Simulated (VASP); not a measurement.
# PtSe2 (P-3m1) in VASP: single point with PBE+D3(BJ)

Aim: the single point of PtSe2 with PBE+D3(BJ).

All numbers are computed with VASP 6.6.1; they aren't measurements. Logs are shortened: lines on timing, memory, paths and dates and some standing lists are left out, and cuts for length are marked.

### Step 1. The cell of the first run

The structure is trigonal, space group P-3m1 (No. 164). Conventional cell: a = 3.772 Å, b = 3.772 Å, c = 4.822 Å, α = 90.00°, β = 90.00°, γ = 120.00°. Pt (site symmetry -3m) has 6 Se at 2.53 Å within 3.3 Å. Se (site symmetry 3m) has 3 Pt at 2.53 Å and 6 Se at 3.14 to 3.36 Å within 3.4 Å.

### Step 2. Single point, PBE+D3(BJ)

The input, INCAR:

```
SYSTEM = PtSe2
PREC     = Accurate       ! precision mode
ENCUT    = 520            ! plane-wave cutoff, eV
EDIFF    = 1E-6           ! SCF threshold, eV
ISMEAR   = 0              ! smearing method
SIGMA    = 0.15           ! smearing width, eV
LREAL    = .FALSE.        ! projectors in reciprocal space
LASPH    = .TRUE.         ! aspherical terms in the spheres
NELM     = 60             ! most SCF steps
ALGO     = Normal         ! electronic algorithm
ISIF     = 2              ! what is computed and relaxed
LWAVE    = .FALSE.        ! write WAVECAR
LCHARG   = .FALSE.        ! write CHGCAR
GGA      = PE             ! functional
IVDW     = 12             ! dispersion correction
NBANDS   = 31             ! bands
```

The input, KPOINTS:

```
Automatic mesh
0
G
  10 8 6
  0 0 0
```

The input, POSCAR:

```
PtSe2
1.0
   -3.7717024396      0.0000000000      0.0000000000
    0.0000000000      0.0000000000     -4.8218263533
    0.0000000001     -6.5327802564      0.0000000000
Pt Se
2 4
Direct
    0.5000000000      0.0000000000      0.5000000000
    0.0000000000      0.0000000000      1.0000000000
    0.5000000000      0.7344562528      0.1666666667
    0.0000000000      0.7344562528      0.6666666667
    0.0000000000      0.2655437472      0.3333333333
    0.5000000000      0.2655437472      0.8333333333
```

Potentials or basis: VASP PAW PBE potentials, release 64 (Pt, Se).

Run with:

```sh
> cat potpaw_PBE.64/Pt/POTCAR potpaw_PBE.64/Se/POTCAR > POTCAR
> mpirun -np 1 vasp_std > vasp.out
```

OUTCAR:

```text
SYSTEM = PtSe2
   PREC = Accurate
   ENCUT = 520
   EDIFF = 1E-6
   ISMEAR = 0
   LREAL = .FALSE.
   LASPH = .TRUE.
   NELM = 60
   ISIF = 2
   GGA = PE
   IVDW = 12
 IVDW          = 12

 ion  position               nearest neighbor table
   1  0.500  0.000  0.500-   3 2.53   6 2.53   4 2.53   5 2.53   4 2.53   5 2.53
   2  0.000  0.000  0.000-   4 2.53   5 2.53   3 2.53   6 2.53   3 2.53   6 2.53
   3  0.500  0.734  0.167-   1 2.53   2 2.53   2 2.53
   4  0.000  0.734  0.667-   2 2.53   1 2.53   1 2.53
   5  0.000  0.266  0.333-   2 2.53   1 2.53   1 2.53
   6  0.500  0.266  0.833-   1 2.53   2 2.53   2 2.53

  LATTYP: Found a simple orthorhombic cell.
 ALAT       =     3.7717024396
 B/A-ratio  =     1.2784217288
 C/A-ratio  =     1.7320508076

  Lattice vectors:

 A1 = (  -3.7717024396,   0.0000000000,   0.0000000000)
 A2 = (   0.0000000000,   0.0000000000,  -4.8218263533)
 A3 = (   0.0000000001,  -6.5327802564,   0.0000000000)

Analysis of symmetry for initial positions (statically):
=====================================================================
 Subroutine PRICEL returns following result:

  LATTYP: Found a hexagonal cell.
 ALAT       =     3.7717024396
 C/A-ratio  =     1.2784217288

  Lattice vectors:

 A1 = (  -1.8858512197,  -3.2663901282,   0.0000000000)
 A2 = (  -1.8858512198,   3.2663901282,   0.0000000000)
 A3 = (   0.0000000000,   0.0000000000,  -4.8218263533)

   2 primitive cells build up your supercell.

 Routine SETGRP: Setting up the symmetry group for a
 simple orthorhombic supercell.

 Subroutine GETGRP returns: Found  4 space group operations
 (whereof  4 operations were pure point group operations)
 out of a pool of  8 trial point group operations.

The static configuration has the point symmetry C_2h.

Analysis of symmetry for dynamics (positions and initial velocities):
=====================================================================
 Subroutine PRICEL returns following result:

  LATTYP: Found a hexagonal cell.
 ALAT       =     3.7717024396
 C/A-ratio  =     1.2784217288

  Lattice vectors:

 A1 = (  -1.8858512197,  -3.2663901282,   0.0000000000)
 A2 = (  -1.8858512198,   3.2663901282,   0.0000000000)
 A3 = (   0.0000000000,   0.0000000000,  -4.8218263533)
[... 109 lines left out ...]
   LASPH  =      T    aspherical Exc in radial PAW
   ENCUT  =  520.0 eV  38.22 Ry    6.18 a.u.   7.01  8.97 12.15*2*pi/ulx,y,z
   NELM   =     60;   NELMIN=  2; NELMDL= -5     # of ELM steps
   EDIFF  = 0.1E-05   stopping-criterion for ELM
   LREAL  =      F    real-space projection
   EDIFFG = 0.1E-04   stopping-criterion for IOM
   NSW    =      0    number of steps for IOM
   IBRION =     -1    ionic relax: 0-MD 1-quasi-New 2-CG
   NFREE  =      0    steps in history (QN), initial steepest desc. (CG)
   ISIF   =      2    stress and relaxation
   ISYM   =      2    0-nonsym 1-usesym 2-fastsym
   POTIM  = 0.5000    time-step for ionic-motion
   TEBEG  =    0.0;   TEEND  =   0.0 temperature during run
   PSTRESS=    0.0 pullay stress
   NELECT =      44.0000    total number of electrons
   NUPDOWN=      -1.0000    fix difference up-down
   EMIN   =  10.00;   EMAX   =-10.00  energy-range for DOS
   EFERMI =   0.00;   METHOD = LEGACY
   ISMEAR =     0;   SIGMA  =   0.15  broadening in eV -4-tet -1-fermi 0-gaus
   EFERMI_NEDOS =   21; number of points for ismear=-14 and -15
   IALGO  =     38    algorithm
   IMIX   =      4    mixing-type and parameters
     AMIX     =   0.40;   BMIX     =  1.00
     AMIX_MAG =   1.60;   BMIX_MAG =  1.00
  volume/ion in A,a.u.               =      19.80       133.63
  Fermi-wavevector in a.u.,A,eV,Ry     =   1.175646  2.221650 18.805216  1.382144
  Thomas-Fermi vector in A             =   2.312024
   LORBIT       =      0    0 simple, 1 ext, 2 COOP (PROOUT), +10 PAW based schemes
   GGA     = PE    functional components
   LHFCALC =     F    Hartree Fock is set to
   AEXX    =    0.0000 exact exchange contribution
   IVDW    =    12    specifies the selected vdW correction
   LEPSILON=     F    determine dielectric tensor
   LRPA    =     F    only Hartree local field effects (RPA)
 non-spin polarized calculation
 Gauss-broadening in eV      SIGMA  =   0.15
  energy-cutoff  :      520.00
  volume of cell :      118.81
 maximum number of plane-waves:      3232
   NGX = 15   NGY = 17   NGZ = 25

 number of electron      43.9999996 magnetization

 Free energy of the ion-electron system (eV)
  ---------------------------------------------------
  ext. energy  EPLUGINS =         0.00000000
  ---------------------------------------------------
  free energy    TOTEN  =       -28.40132045 eV

  energy without entropy =      -28.38439174  energy(sigma->0) =      -28.39285609

 E-fermi :   6.6944     XC(G=0): -10.8243

 val. band max:        6.6907307024   @ k =   0.5000   0.1250  -0.1667
 cond. band min:       6.6971059542   @ k =  -0.3000   0.3750  -0.1667
 fundamental gap:      0.0063752518
 Fermi energy:         6.6943772093

 k-point     1 :       0.0000    0.0000    0.0000
  band No.  band energies     occupation
      1      -8.9550      2.00000
      2      -7.1779      2.00000
      3      -6.9024      2.00000
      4      -5.8575      2.00000
      5      -0.4017      2.00000
      6      -0.3899      2.00000
[... 805 lines left out ...]
     30      13.3466      0.00000
     31      14.2158      0.00000

 [... further k-points ...]

------------------------ aborting loop because EDIFF is reached ----------------------------------------

 Edisp (eV)   -2.94035

 E8    (eV) :    -1.2633

  FORCE on cell =-STRESS in cart. coord.  units (eV):
  Direction    XX          YY          ZZ          XY          YZ          ZX
  --------------------------------------------------------------------------------------
  -------------------------------------------------------------------------------------
  Total      -0.00940    -0.02579    -0.04895     0.00000    -0.00330     0.00000
  in kB      -0.12682    -0.34773    -0.66018     0.00000    -0.04450     0.00000
  external pressure =       -0.38 kB  Pullay stress =        0.00 kB

 VOLUME and BASIS-vectors are now :
 -----------------------------------------------------------------------------
  energy-cutoff  :      520.00
  volume of cell :      118.81
      direct lattice vectors                 reciprocal lattice vectors
    -3.771702440  0.000000000  0.000000000    -0.265132262 -0.000000000  0.000000000
     0.000000000  0.000000000 -4.821826353     0.000000000  0.000000000 -0.207390297
     0.000000000 -6.532780256  0.000000000     0.000000000 -0.153074183  0.000000000

 POSITION                                       TOTAL-FORCE (eV/Angst)
 -----------------------------------------------------------------------------------
     -1.88585     -3.26639      0.00000         0.000000      0.000000      0.000000
      0.00000      0.00000      0.00000         0.000000      0.000000      0.000000
     -1.88585     -1.08880     -3.54142         0.000000     -0.004240     -0.001631
      0.00000     -4.35519     -3.54142         0.000000     -0.004240     -0.001631
      0.00000     -2.17759     -1.28041        -0.000000      0.004240      0.001631
     -1.88585     -5.44398     -1.28041        -0.000000      0.004240      0.001631
 -----------------------------------------------------------------------------------
    total drift:                               -0.000000     -0.000000      0.000000

  FREE ENERGIE OF THE ION-ELECTRON SYSTEM (eV)
  ---------------------------------------------------
  free  energy   TOTEN  =       -31.3416698854 eV

  energy  without entropy=      -31.3247411684  energy(sigma->0) =      -31.33320553
```

Wall time 7.9 min (1 thread of Intel Xeon 8259CL, shared host); peak memory 0.59 GiB.

Results:

| Item | Value |
| --- | --- |
| Free energy | -31.3417 eV |
| Pressure | 0.0 GPa |
| Largest force | 0.005 eV/Å |
| Band gap on the k mesh | zero (bands 22 and 23 overlap by 0.63 eV) |
| Dispersion energy per atom | -0.490 eV |

Forces in eV/Å, atoms in the order of the input:
```
Pt   0.000  0.000  0.000
Pt   0.000  0.000  0.000
Se   0.000 -0.004 -0.002
Se   0.000 -0.004 -0.002
Se   0.000  0.004  0.002
Se   0.000  0.004  0.002
```

Caveat: spin-orbit coupling is left out, which moves the levels of the heavy elements.
